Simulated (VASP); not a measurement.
Wanted: the native input for a VASP 6.6.1 run.

| Quantity | Value |
| --- | --- |
| Task | single point |
| Functional | PBE |
| Potentials or basis | VASP PAW PBE potentials, release 64 (Pb_d, P, Ca_sv) |
| Cutoff | 520 eV |
| k mesh | 4 × 4 × 4 |
| Occupations | fermi-dirac, width 0.1 eV |
| Spin | no spin polarisation |
| Dipole correction | no |
| Further INCAR settings | ALGO = Normal; EDIFF = 1e-06; NBANDS = 32 |

The structure of Ca3PPb lies in POSCAR:

```
Ca3PPb
1.0
    5.4552924388      0.0000000000      0.0000000000
    0.0000000000      5.4552924388      0.0000000000
    0.0000000000      0.0000000000      5.4552924388
Pb P Ca
1 1 3
Direct
    0.0000000000      0.0000000000      0.0000000000
    0.5000000000      0.5000000000      0.5000000000
    0.5000000000      0.5000000000      0.0000000000
    0.0000000000      0.5000000000      0.5000000000
    0.5000000000      0.0000000000      0.5000000000
```

The input as run:

INCAR

```
  PREC = Accurate
  ENCUT = 520
  EDIFF = 1E-6
  ISMEAR = -1
  SIGMA = 0.1
  LREAL = False
  LASPH = True
  NELM = 100
  ALGO = Normal
  ISIF = 2
  LWAVE = False
  LCHARG = False
  GGA = PE
  NBANDS = 32
```

KPOINTS

```
regular mesh
0
Gamma
  4 4 4
```

Potentials or basis: VASP PAW PBE potentials, release 64 (Pb_d, P, Ca_sv).

Run with:

```bash
$ cat potpaw_PBE.64/Pb_d/POTCAR potpaw_PBE.64/P/POTCAR potpaw_PBE.64/Ca_sv/POTCAR > POTCAR
$ mpirun -np 1 vasp_std > vasp.out
```

It gave:

- Pressure: 0.1 GPa
- Band gap on the k mesh: zero (an odd number of electrons rules out a gap without spin polarisation)

Caveat: spin-orbit coupling is left out, which moves the levels of the heavy elements.

Run time: 46 s on 1 thread of Intel(R) Xeon(R) Platinum 8488C (Sapphire Rapids), with other jobs on the host, peak memory 0.27 GiB.
